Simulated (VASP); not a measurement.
Set up this calculation in VASP 6.6.1, as the native input.

| Property | Result |
| --- | --- |
| Task | molecular dynamics |
| Functional | PBE |
| Potentials or basis | VASP PAW PBE potentials, release 64 (Co, Fe) |
| Cutoff | 350 eV |
| k mesh | 1 × 1 × 1, shifted |
| Occupations | fermi-dirac, width 0.2223 eV |
| Spin | no spin polarisation |
| Dipole correction | no |

The structure of FeCo2 lies in POSCAR:

```
FeCo2
1.0
    6.6850240000      0.0065990000     -0.1964700000
    0.0065990000      6.2934100000      0.0200570000
   -0.1964700000      0.0200570000      6.4451540000
Co Fe
16 8
Direct
    0.4545249708      0.5173543488      0.1206087319
    0.5505398837      0.3966500495      0.5608032511
    0.7496065182      0.2340573524      0.2802470414
    0.8581732071      0.8857628108      0.4670960395
    0.3401067685      0.8889893031      0.2897950030
    0.5167559337      0.7758189730      0.8834031257
    0.5753272891      0.1267325732      0.8555037485
    0.8789670998      0.1126502531      0.7247437118
    0.6192047449      0.6946673576      0.5269316819
    0.0148570431      0.0099484906      0.1985218861
    0.2537731847      0.0786442161      0.8957699680
    0.1591855823      0.6666399063      0.9768251767
    0.7121329017      0.4258801839      0.9401682406
    0.4479407463      0.9887858586      0.5836469541
    0.8628929660      0.6268726834      0.2476306975
    0.1466938280      0.8175263610      0.6445798729
    0.6722998828      0.9240298643      0.1559295419
    0.3220071362      0.4352075465      0.7206492766
    0.9409805899      0.4492823231      0.5751983599
    0.0410923163      0.3486650405      0.0058346306
    0.1631268404      0.1753085874      0.5880735980
    0.2085319805      0.5232291014      0.3681930303
    0.8550612809      0.7977907592      0.8795260384
    0.3041726770      0.2166966400      0.2273402541
```

These files were run (other wordings do the same):

INCAR

```
ALGO = Normal
EDIFF = 1E-5
ENCUT = 350
GGA = PE
GGA_COMPAT = False
IBRION = 0
ISIF = 2
ISMEAR = -1
ISYM = -1
LANGEVIN_GAMMA = 5 5
LASPH = True
LCHARG = False
LREAL = Auto
LWAVE = False
MAXMIX = 40
MDALGO = 3
NBANDS = 122
NELM = 120
NELMIN = 4
NSW = 24
POTIM = 3.0
PREC = Normal
RANDOM_SEED = 89961 0 0
SIGMA = 0.2223
TEBEG = 2580.0
TEEND = 2580.0
```

KPOINTS

```
explicit points
1
Reciprocal
  0.25000000   0.25000000   0.25000000 1
```

Potentials or basis: VASP PAW PBE potentials, release 64 (Co, Fe).

Launch:

```sh
$ cat potpaw_PBE.64/Co/POTCAR potpaw_PBE.64/Fe/POTCAR > POTCAR
$ mpirun -np 1 vasp_std > vasp.out
```

It took 9.5 min on 1 thread of Intel(R) Xeon(R) 6975P-C (Granite Rapids), on a shared host, peak memory 0.21 GiB.
